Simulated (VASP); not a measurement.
# CdTe (I-4m2) in VASP: a series of runs

Runs on CdTe. Level: LDA. Tasks: single point.

All numbers are computed with VASP 6.6.1; they aren't measurements. Logs are shortened: lines on timing, memory, paths and dates and some standing lists are left out, and cuts for length are marked.

### Step 1. The cell of the first run

The structure is tetragonal, space group I-4m2 (No. 119). Conventional cell: a = 4.555 Å, b = 4.555 Å, c = 6.391 Å, α = 90.00°, β = 90.00°, γ = 90.00°. Cd (site symmetry -4m2) has 4 Te at 2.78 Å within 3.7 Å. Te (site symmetry -4m2) has 4 Cd at 2.78 Å within 3.7 Å.

### Step 2. Single point, LDA (in-plane strain +0.005)

The input, INCAR:

```
ALGO = Normal ; EDIFF = 1E-6
ENCUT = 520 ; ISIF = 2
ISMEAR = 0 ; LASPH = True
LCHARG = False ; LREAL = False
LWAVE = False ; NBANDS = 16
NELM = 80 ; PREC = Accurate
SIGMA = 0.01
```

The input, KPOINTS:

```
k-points
0
Gamma
  6 6 6
```

The input, POSCAR:

```
CdTe
1.0
    3.2210250000      3.2210250000      0.0000000000
   -3.2210250000      3.2210250000      0.0000000000
    0.0000000000      3.2210250000      3.1953850000
Cd Te
1 1
Direct
    0.0000000000      0.0000000000      0.0000000000
    0.7500000000      0.2500000000      0.5000000000
```

Potentials or basis: VASP PAW LDA potentials, release 64 (Cd, Te).

Run with:

```console
> cat potpaw_LDA.64/Cd/POTCAR potpaw_LDA.64/Te/POTCAR > POTCAR
> mpirun -np 1 vasp_std > vasp.out
```

OUTCAR:

```text
EDIFF = 1E-6
   ENCUT = 520
   ISIF = 2
   ISMEAR = 0
   LASPH = True
   LREAL = False
   NELM = 80
   PREC = Accurate

 ion  position               nearest neighbor table
   1  0.000  0.000  0.000-   2 2.78   2 2.78   2 2.78   2 2.78
   2  0.750  0.250  0.500-   1 2.78   1 2.78   1 2.78   1 2.78

  LATTYP: Found a body centered tetragonal cell.
 ALAT       =     4.5552172397
 C/A-ratio  =     1.4029561410

  Lattice vectors:

 A1 = (   3.2210250000,   0.0000000000,  -3.1953850000)
 A2 = (  -3.2210250000,   0.0000000000,  -3.1953850000)
 A3 = (   0.0000000000,   3.2210250000,   3.1953850000)

Analysis of symmetry for initial positions (statically):
=====================================================================
 Subroutine PRICEL returns:
 Original cell was already a primitive cell.

 Routine SETGRP: Setting up the symmetry group for a
 body centered tetragonal supercell.

 Subroutine GETGRP returns: Found  8 space group operations
 (whereof  8 operations were pure point group operations)
 out of a pool of 16 trial point group operations.

The static configuration has the point symmetry D_2d.

Analysis of symmetry for dynamics (positions and initial velocities):
=====================================================================
 Subroutine PRICEL returns:
 Original cell was already a primitive cell.

 Routine SETGRP: Setting up the symmetry group for a
 body centered tetragonal supercell.

 Subroutine GETGRP returns: Found  8 space group operations
 (whereof  8 operations were pure point group operations)
 out of a pool of 16 trial point group operations.

The dynamic configuration has the point symmetry D_2d.

 Subroutine INISYM returns: Found  8 space group operations
 (whereof  8 operations are pure point group operations),
 and found     1 'primitive' translations

----------------------------------------------------------------------------------------

                                     Primitive cell

  volume of cell :      66.3043

  direct lattice vectors                    reciprocal lattice vectors
     3.221025000  3.221025000  0.000000000     0.155230090  0.155230090 -0.156475667
    -3.221025000  3.221025000  0.000000000    -0.155230090  0.155230090 -0.156475667
     0.000000000  3.221025000  3.195385000     0.000000000  0.000000000  0.312951335

  length of vectors
     4.555217240  4.555217240  4.537123246     0.269587455  0.269587455  0.312951335

  position of ions in fractional coordinates (direct lattice)
     0.000000000  0.000000000  0.000000000
     0.750000000  0.250000000  0.500000000

  ion indices of the primitive-cell ions
   primitive index   ion index
                 1           1
                 2           2

----------------------------------------------------------------------------------------

 KPOINTS: k-points

Automatic generation of k-mesh.
 Grid dimensions read from file:
 generate k-points for:    6    6    6

 Generating k-lattice:

  Cartesian coordinates                     Fractional coordinates (reciprocal lattice)
     0.025871682  0.025871682 -0.026079278     0.166666667  0.000000000  0.000000000
    -0.025871682  0.025871682 -0.026079278     0.000000000  0.166666667  0.000000000
     0.000000000  0.000000000  0.052158556     0.000000000  0.000000000  0.166666667

  Length of vectors
     0.044931243  0.044931243  0.052158556

  Shift w.r.t. Gamma in fractional coordinates (k-lattice)
     0.000000000  0.000000000  0.000000000

 Subroutine IBZKPT returns following result:
 ===========================================

 Found     30 irreducible k-points:

 Following reciprocal coordinates:
            Coordinates               Weight
  0.000000  0.000000  0.000000      1.000000
  0.166667  0.000000  0.000000      8.000000
  0.333333  0.000000  0.000000      8.000000
  0.500000  0.000000  0.000000      4.000000
  0.166667  0.166667  0.000000      8.000000
  0.333333  0.166667  0.000000     16.000000
[... 16 lines left out ...]
 -0.333333 -0.333333  0.166667      4.000000
 -0.166667 -0.333333  0.166667     16.000000
 [... further k-points ...]
   k-points           NKPTS =     30   k-points in BZ     NKDIM =     30   number of bands    NBANDS=     16
   number of dos      NEDOS =    301   number of ions     NIONS =      2
   total plane-waves  NPLWV =  46656
   dimension x,y,z NGX =    36 NGY =   36 NGZ =   36
   dimension x,y,z NGXF=    72 NGYF=   72 NGZF=   72
   ions per type =               1   1
   NGX,Y,Z   is equivalent  to a cutoff of  13.14, 13.14, 13.19 a.u.
   NGXF,Y,Z  is equivalent  to a cutoff of  26.28, 26.28, 26.38 a.u.
 SYSTEM =  unknown system
   PREC   = accura    normal or accurate (medium, high low for compatibility)
   ISTART =      0    job   : 0-new  1-cont  2-samecut
   ICHARG =      2    charge: 1-file 2-atom 10-const
   ISPIN  =      1    spin polarized calculation?
   LNONCOLLINEAR =      F non collinear calculations
   LSORBIT =      F    spin-orbit coupling
   LASPH  =      T    aspherical Exc in radial PAW
   ENCUT  =  520.0 eV  38.22 Ry    6.18 a.u.   8.47  8.47  8.44*2*pi/ulx,y,z
   NELM   =     80;   NELMIN=  2; NELMDL= -5     # of ELM steps
   EDIFF  = 0.1E-05   stopping-criterion for ELM
   LREAL  =      F    real-space projection
   EDIFFG = 0.1E-04   stopping-criterion for IOM
   NSW    =      0    number of steps for IOM
   IBRION =     -1    ionic relax: 0-MD 1-quasi-New 2-CG
   NFREE  =      0    steps in history (QN), initial steepest desc. (CG)
   ISIF   =      2    stress and relaxation
   ISYM   =      2    0-nonsym 1-usesym 2-fastsym
   POTIM  = 0.5000    time-step for ionic-motion
   TEBEG  =    0.0;   TEEND  =   0.0 temperature during run
   PSTRESS=    0.0 pullay stress
   NELECT =      18.0000    total number of electrons
   NUPDOWN=      -1.0000    fix difference up-down
   EMIN   =  10.00;   EMAX   =-10.00  energy-range for DOS
   EFERMI =   0.00;   METHOD = LEGACY
   ISMEAR =     0;   SIGMA  =   0.01  broadening in eV -4-tet -1-fermi 0-gaus
   EFERMI_NEDOS =   21; number of points for ismear=-14 and -15
   IALGO  =     38    algorithm
   IMIX   =      4    mixing-type and parameters
     AMIX     =   0.40;   BMIX     =  1.00
     AMIX_MAG =   1.60;   BMIX_MAG =  1.00
  volume/ion in A,a.u.               =      33.15       223.72
  Fermi-wavevector in a.u.,A,eV,Ry     =   1.060031  2.003168 15.288398  1.123666
  Thomas-Fermi vector in A             =   2.195397
   LORBIT       =      0    0 simple, 1 ext, 2 COOP (PROOUT), +10 PAW based schemes
   GGA     = CA    functional components
   LHFCALC =     F    Hartree Fock is set to
   AEXX    =    0.0000 exact exchange contribution
   IVDW    =     0    specifies the selected vdW correction
   LEPSILON=     F    determine dielectric tensor
   LRPA    =     F    only Hartree local field effects (RPA)
 non-spin polarized calculation
 Gauss-broadening in eV      SIGMA  =   0.01
  energy-cutoff  :      520.00
  volume of cell :       66.30
 maximum number of plane-waves:      1807
 NGX is ok and might be reduce to    36
   NGX = 17   NGY = 17   NGZ = 17

 number of electron      17.9999994 magnetization

 Free energy of the ion-electron system (eV)
  ---------------------------------------------------
  ext. energy  EPLUGINS =         0.00000000
  ---------------------------------------------------
  free energy    TOTEN  =        -6.04441408 eV

  energy without entropy =       -6.04441408  energy(sigma->0) =       -6.04441408

 E-fermi :   2.4799     XC(G=0):  -9.0587

 val. band max:        2.4207913762   @ k =   0.0000   0.0000   0.0000
 cond. band min:       3.0319737604   @ k =   0.0000   0.0000   0.0000
 fundamental gap:      0.6111823841
 Fermi energy:         2.4799349654

 k-point     1 :       0.0000    0.0000    0.0000
  band No.  band energies     occupation
      1      -8.9898      2.00000
      2      -5.9871      2.00000
      3      -5.9871      2.00000
      4      -5.9853      2.00000
      5      -5.7039      2.00000
      6      -5.7020      2.00000
[... 8 lines left out ...]
     15      11.7259      0.00000
     16      11.8364      0.00000

 k-point     2 :       0.1667    0.0000    0.0000
  band No.  band energies     occupation
      1      -8.8823      2.00000
      2      -5.9669      2.00000
      3      -5.9656      2.00000
      4      -5.9027      2.00000
      5      -5.7051      2.00000
      6      -5.7037      2.00000
[... 8 lines left out ...]
     15      10.7875      0.00000
     16      10.8544      0.00000

 k-point     3 :       0.3333    0.0000    0.0000
  band No.  band energies     occupation
      1      -8.6663      2.00000
      2      -5.9323      2.00000
      3      -5.9304      2.00000
      4      -5.7005      2.00000
      5      -5.7002      2.00000
      6      -5.6100      2.00000
[... 8 lines left out ...]
     15      11.2338      0.00000
     16      11.2394      0.00000

 k-point     4 :       0.5000    0.0000    0.0000
  band No.  band energies     occupation
      1      -8.5601      2.00000
      2      -5.9190      2.00000
      3      -5.9167      2.00000
      4      -5.6942      2.00000
      5      -5.6930      2.00000
      6      -5.3361      2.00000
[... 8 lines left out ...]
     15      12.6528      0.00000
     16      12.7047      0.00000
[... 324 lines left out ...]
 k-point    22 :      -0.1667    0.5000    0.1667
  band No.  band energies     occupation
      1      -8.5301      2.00000
      2      -5.8842      2.00000
      3      -5.8737      2.00000
      4      -5.7499      2.00000
      5      -5.6901      2.00000
      6      -5.3823      2.00000
[... 8 lines left out ...]
     15      12.5893      0.00000
     16      13.7955      0.00000

 k-point    23 :      -0.3333   -0.3333    0.1667
  band No.  band energies     occupation
      1      -8.4307      2.00000
      2      -5.8444      2.00000
      3      -5.8442      2.00000
      4      -5.7553      2.00000
      5      -5.6906      2.00000
      6      -5.1223      2.00000
[... 8 lines left out ...]
     15      13.5309      0.00000
     16      13.7337      0.00000

 k-point    24 :      -0.1667   -0.3333    0.1667
  band No.  band energies     occupation
      1      -8.4625      2.00000
      2      -5.8756      2.00000
      3      -5.8584      2.00000
      4      -5.7312      2.00000
      5      -5.7009      2.00000
      6      -5.1712      2.00000
[... 8 lines left out ...]
     15      12.8492      0.00000
     16      13.6429      0.00000

 [... further k-points ...]
[... 5 lines left out ...]
  --------------------------------------------------------------------------------------
  -------------------------------------------------------------------------------------
  Total       -0.0466079     -0.0466079      0.0134511      0.0000000      0.0000000      0.0000000
  in kB       -1.1262344     -1.1262344      0.3250337      0.0000000      0.0000000      0.0000000
  external PRESSURE =      -0.6424784 kB  Pullay stress =       0.0000000 kB

 VOLUME and BASIS-vectors are now :
 -----------------------------------------------------------------------------
  energy-cutoff  :      520.00
  volume of cell :       66.30
      direct lattice vectors                 reciprocal lattice vectors
     3.221025000  3.221025000  0.000000000     0.155230090  0.155230090 -0.156475667
    -3.221025000  3.221025000  0.000000000    -0.155230090  0.155230090 -0.156475667
     0.000000000  3.221025000  3.195385000     0.000000000  0.000000000  0.312951335

 POSITION                                       TOTAL-FORCE (eV/Angst)
 -----------------------------------------------------------------------------------
      0.00000      0.00000      0.00000        -0.000000      0.000000      0.000000
      1.61051      4.83154      1.59769         0.000000     -0.000000      0.000000
 -----------------------------------------------------------------------------------
    total drift:                                0.000000      0.000000      0.000000

  FREE ENERGIE OF THE ION-ELECTRON SYSTEM (eV)
  ---------------------------------------------------
  free  energy   TOTEN  =        -6.0444140817 eV

  energy  without entropy=       -6.0444140817  energy(sigma->0) =       -6.04441408
```

It took 41 s on 1 thread of Intel Xeon Platinum 8375C at 2.90GHz (Ice Lake), shared host; peak memory 0.18 GiB.

What came out:

```yaml
Free_energy: -6.0444 eV
Pressure: -0.1 GPa
Band_gap_on_the_k_mesh: 0.61 eV, direct
```

Caveat: the cell differs from its parent crystal (in-plane strain +0.005); spin-orbit coupling is left out, which moves the levels of the heavy elements.

### Step 3. Single point, LDA (film at in-plane strain +0.005)

The input, INCAR:

```
  PREC = Accurate
  ENCUT = 520
  EDIFF = 1E-6
  ISMEAR = 0
  SIGMA = 0.01
  LREAL = F
  LASPH = T
  NELM = 80
  ALGO = Normal
  ISIF = 2
  LWAVE = F
  LCHARG = F
  GGA = CA
  NBANDS = 16
```

The input, KPOINTS:

```
Automatic mesh
0
Gamma
  6 6 6
```

POSCAR, as its differences from that of step 2:

```diff
@@ -4,3 +4,3 @@
    -3.2210250000      3.2210250000      0.0000000000
-    0.0000000000      3.2210250000      3.1953850000
+    0.0000000000      3.2210250000      3.1827135057
 Cd Te
```

Potentials or basis: VASP PAW LDA potentials, release 64 (Cd, Te).

Run with:

```console
> cat potpaw_LDA.64/Cd/POTCAR potpaw_LDA.64/Te/POTCAR > POTCAR
> mpirun -np 1 vasp_std > vasp.out
```

It took 41 s on 1 thread of Intel Xeon Platinum 8375C at 2.90GHz (Ice Lake), shared host; peak memory 0.18 GiB.

Results (log left out):

```
Free energy            : -6.0442 eV
Pressure               : 0.1 GPa
Band gap on the k mesh : 0.61 eV, direct
```

Stress tensor (GPa, compression positive):
```
0.05 0.00 0.00
0.00 0.05 0.00
0.00 0.00 0.26
```

Levels at points of the mesh, in eV from the valence-band top:
```
           k point  band 5  band 6  band 7  band 8  band 9  band 10  band 11  band 12  band 13  band 14
(0.00, 0.00, 0.00)   -8.15   -8.14   -0.04   -0.04    0.00     0.61     4.45     4.45     4.45     7.23
(0.50, 0.00, 0.00)   -8.13   -7.77   -4.70   -0.89   -0.83     1.66     5.02     5.09     6.85     8.53
(0.50, 0.50, 0.00)   -8.11   -7.64   -4.58   -2.01   -2.00     2.36     2.55     8.75     9.06     9.15
(0.00, 0.00, 0.50)   -8.11   -7.61   -4.51   -2.06   -2.06     2.32     2.45     8.84     9.11     9.11
```

Caveat: the cell differs from its parent crystal (film at in-plane strain +0.005); spin-orbit coupling is left out, which moves the levels of the heavy elements.

### Step 4. Single point, LDA (in-plane strain +0.01, then relaxed in part)

The input, INCAR:

```
ALGO = Normal
EDIFF = 1E-6
ENCUT = 520
GGA = CA
ISIF = 2
ISMEAR = 0
LASPH = True
LCHARG = False
LREAL = False
LWAVE = False
NBANDS = 16
NELM = 100
PREC = Accurate
SIGMA = 0.01
```

The input, KPOINTS:

```
k-points
0
Gamma
  6 6 6
```

The input, POSCAR:

```
CdTe
1.0
    3.2370500000      3.2370500000      0.0000000000
   -3.2370500000      3.2370500000      0.0000000000
    0.0000000000      3.2370500000      3.1613638664
Cd Te
1 1
Direct
    0.0000000000      0.0000000000      0.0000000000
    0.7500000000      0.2500000000      0.5000000000
```

Potentials or basis: VASP PAW LDA potentials, release 64 (Cd, Te).

Run with:

```console
> cat potpaw_LDA.64/Cd/POTCAR potpaw_LDA.64/Te/POTCAR > POTCAR
> mpirun -np 1 vasp_std > vasp.out
```

OUTCAR:

```text
EDIFF = 1E-6
   ENCUT = 520
   GGA = CA
   ISIF = 2
   ISMEAR = 0
   LASPH = True
   LREAL = False
   NELM = 100
   PREC = Accurate

 ion  position               nearest neighbor table
   1  0.000  0.000  0.000-   2 2.78   2 2.78   2 2.78   2 2.78
   2  0.750  0.250  0.500-   1 2.78   1 2.78   1 2.78   1 2.78

  LATTYP: Found a body centered tetragonal cell.
 ALAT       =     4.5778800121
 C/A-ratio  =     1.3811475434

  Lattice vectors:

 A1 = (   3.2370500000,   0.0000000000,  -3.1613638664)
[... 642 lines left out ...]

------------------------ aborting loop because EDIFF is reached ----------------------------------------

  FORCE on cell =-STRESS in cart. coord.  units (eV):
  Direction    XX          YY          ZZ          XY          YZ          ZX
  --------------------------------------------------------------------------------------
  -------------------------------------------------------------------------------------
  Total       -0.0733398     -0.0733398      0.0992907      0.0000000      0.0000000      0.0000000
  in kB       -1.7735646     -1.7735646      2.4011303      0.0000000      0.0000000      0.0000000
  external PRESSURE =      -0.3819996 kB  Pullay stress =       0.0000000 kB

 VOLUME and BASIS-vectors are now :
 -----------------------------------------------------------------------------
  energy-cutoff  :      520.00
  volume of cell :       66.25
      direct lattice vectors                 reciprocal lattice vectors
     3.237050000  3.237050000  0.000000000     0.154461624  0.154461624 -0.158159586
    -3.237050000  3.237050000  0.000000000    -0.154461624  0.154461624 -0.158159586
     0.000000000  3.237050000  3.161363866     0.000000000  0.000000000  0.316319172

 POSITION                                       TOTAL-FORCE (eV/Angst)
 -----------------------------------------------------------------------------------
      0.00000      0.00000      0.00000         0.000000      0.000000      0.000000
      1.61852      4.85557      1.58068        -0.000000     -0.000000      0.000000
 -----------------------------------------------------------------------------------
    total drift:                               -0.000000      0.000000      0.000000

  FREE ENERGIE OF THE ION-ELECTRON SYSTEM (eV)
  ---------------------------------------------------
  free  energy   TOTEN  =        -6.0432164932 eV

  energy  without entropy=       -6.0432164932  energy(sigma->0) =       -6.04321649
```

OSZICAR:

```text
N       E                     dE             d eps       ncg     rms          rms(c)
DAV:   1     0.101114998166E+03    0.10111E+03   -0.83075E+03   960   0.977E+02
DAV:   2    -0.260361055616E+01   -0.10372E+03   -0.97646E+02  1136   0.239E+02
DAV:   3    -0.625327735516E+01   -0.36497E+01   -0.36437E+01  1200   0.467E+01
DAV:   4    -0.628758309991E+01   -0.34306E-01   -0.34304E-01  1472   0.399E+00
DAV:   5    -0.628768876452E+01   -0.10566E-03   -0.10566E-03  1288   0.191E-01    0.595E+00
DAV:   6    -0.606767334691E+01    0.22002E+00   -0.37018E-01  1216   0.777E+00    0.477E+00
DAV:   7    -0.604538824135E+01    0.22285E-01   -0.91943E-02  1160   0.206E+00    0.176E+00
DAV:   8    -0.604347810792E+01    0.19101E-02   -0.10396E-02  1080   0.121E+00    0.418E-01
DAV:   9    -0.604322232305E+01    0.25578E-03   -0.77203E-04  1248   0.310E-01    0.112E-01
DAV:  10    -0.604321392229E+01    0.84008E-05   -0.86292E-05  1144   0.811E-02    0.521E-02
DAV:  11    -0.604321733222E+01   -0.34099E-05   -0.20868E-05  1216   0.418E-02    0.304E-02
DAV:  12    -0.604321649316E+01    0.83906E-06   -0.18245E-06  1080   0.126E-02
   1 F= -.60432165E+01 E0= -.60432165E+01  d E =-.654886E-36
```

It took 42 s on 1 thread of Intel Xeon Platinum 8375C at 2.90GHz (Ice Lake), shared host; peak memory 0.18 GiB.

What came out:

```
Free energy            : -6.0432 eV
Pressure               : 0.0 GPa
Band gap on the k mesh : 0.58 eV, direct
```

Stress tensor (GPa, compression positive):
```
-0.18  0.00  0.00
 0.00 -0.18  0.00
 0.00  0.00  0.24
```

Levels at points of the mesh, in eV from the valence-band top:
```
           k point  band 6  band 7  band 8  band 9  band 10  band 11  band 12  band 13
(0.00, 0.00, 0.00)   -8.16   -0.08   -0.08    0.00     0.58     4.43     4.43     4.43
(0.50, 0.00, 0.00)   -7.79   -4.71   -0.94   -0.82     1.63     4.96     5.11     6.83
(0.50, 0.50, 0.00)   -7.66   -4.60   -2.02   -1.98     2.36     2.55     8.67     8.96
(0.00, 0.00, 0.50)   -7.62   -4.48   -2.11   -2.11     2.27     2.37     8.85     9.07
```

Caveat: the cell differs from its parent crystal (in-plane strain +0.01, then relaxed in part); spin-orbit coupling is left out, which moves the levels of the heavy elements.

(Continued in part 2 of 2.)
